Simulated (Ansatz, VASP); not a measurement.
Two plane-wave programs on CuI3

```
Cu I
1.0
     5.43722    0.00000    0.00000
     0.00000    5.43722    0.00000
     0.00000    0.00000    5.43722
Cu I
1 3
Direct
  0.00000 0.00000 0.00000
  0.00000 0.50000 0.50000
  0.50000 0.00000 0.50000
  0.50000 0.50000 0.00000
```

Change from the starting cell: species swapped into the MnNi3 type (Pm-3m, No. 221).

Alike in both runs: task relaxation of cell and atoms; functional PBE; k mesh 8 × 8 × 8; occupations gaussian, width 0.1 eV; no spin polarisation.

```csv
,VASP,Ansatz
version,VASP 6.6.1,Ansatz 0.2.0
potentials or method,"VASP PAW PBE potentials, release 64 (Cu, I), cutoff 600 eV","scalar-relativistic, plane waves, PAW"
valence electrons in the cell,32,70
```

Ansatz gave:

| Property | Result |
| --- | --- |
| gap on the k mesh at the Fermi level, each at its own relaxed structure (eV) | none |
| relaxed volume (Å³/atom) | 32.63 |
| relaxed cell length with the largest relative difference (Å) | 5.072 |

**Question.** What did VASP give for the same quantities?

**Answer.** gap on the k mesh at the Fermi level, each at its own relaxed structure (eV): none; relaxed volume (Å³/atom): 32.55; relaxed cell length with the largest relative difference (Å): 5.068.

A gap of «none» marks a metal or a gap that the smearing closes. VASP's potentials hold 32 valence electrons a cell and Ansatz's 70, so a difference there can come from the potentials and not from the codes.

Spin-orbit coupling is off throughout. Noted on VASP's run: the volume moved by over 15 % at a fixed basis, so the end points are rough.
